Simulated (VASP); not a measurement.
Set up this calculation in VASP 6.6.1, as the native input.

```
Task                               : single point
Functional                         : HSE06
Potentials or basis                : VASP PAW PBE potentials, release 64 (B, N)
Cutoff                             : 520 eV
k mesh                             : 6 × 6 × 6
Occupations                        : gaussian, width 0.02 eV
Spin                               : no spin polarisation
Dipole correction                  : no
Grid for exact exchange (PRECFOCK) : Normal
Further INCAR settings             : ALGO = Normal; EDIFF = 1e-07; NBANDS = 11
Share of exact exchange            : 0.25
Screening parameter                : 0.2079 1/Å
```

The system is BN.

```
B N
1.0
     0.00000    1.79818    1.79818
     1.79818    0.00000    1.79818
     1.79818    1.79818    0.00000
B N
1 1
Direct
  0.00000 0.00000 0.00000
  0.25000 0.25000 0.25000
```

These files were run (other wordings do the same):

POSCAR

```
BN
1.0
    0.0000000000      1.7981847749      1.7981847749
    1.7981847749      0.0000000000      1.7981847749
    1.7981847749      1.7981847749      0.0000000000
B N
1 1
Direct
    0.0000000000      0.0000000000      0.0000000000
    0.2500000000      0.2500000000      0.2500000000
```

INCAR.step1

```
  ALGO = Normal
  EDIFF = 1E-5
  ENCUT = 520
  GGA = PE
  ISIF = 2
  ISMEAR = 0
  LASPH = T
  LCHARG = F
  LREAL = F
  LWAVE = T
  NBANDS = 11
  NELM = 60
  PREC = Accurate
  SIGMA = 0.02
```

INCAR.step2

```
  ALGO = Normal
  EDIFF = 1E-7
  ENCUT = 520
  GGA = PE
  HFSCREEN = 0.2079
  ISIF = 2
  ISMEAR = 0
  ISTART = 1
  LASPH = T
  LCHARG = F
  LHFCALC = T
  LREAL = F
  LWAVE = F
  NBANDS = 11
  NELM = 60
  PREC = Accurate
  PRECFOCK = Normal
  SIGMA = 0.02
```

KPOINTS

```
k-points
0
Gamma
  6 6 6
```

Potentials or basis: VASP PAW PBE potentials, release 64 (B, N).

Launch:

```bash
$ cat potpaw_PBE.64/B/POTCAR potpaw_PBE.64/N/POTCAR > POTCAR
$ cp INCAR.step1 INCAR
$ mpirun -np 1 vasp_std > vasp.out
$ cp INCAR.step2 INCAR
$ mpirun -np 1 vasp_std > vasp.out
```

It gave:

The pressure is 0.5 GPa and the band gap on the k mesh is 5.80 eV (least direct gap 10.63 eV).

Caveat: the k points lie up to 0.50 Å⁻¹ apart; the PAW data sets were made with another functional, which shifts forces and pressure a little.

Wall time 10 min on 1 thread of AMD EPYC 7R13, with other jobs on the host, peak memory 0.19 GiB.
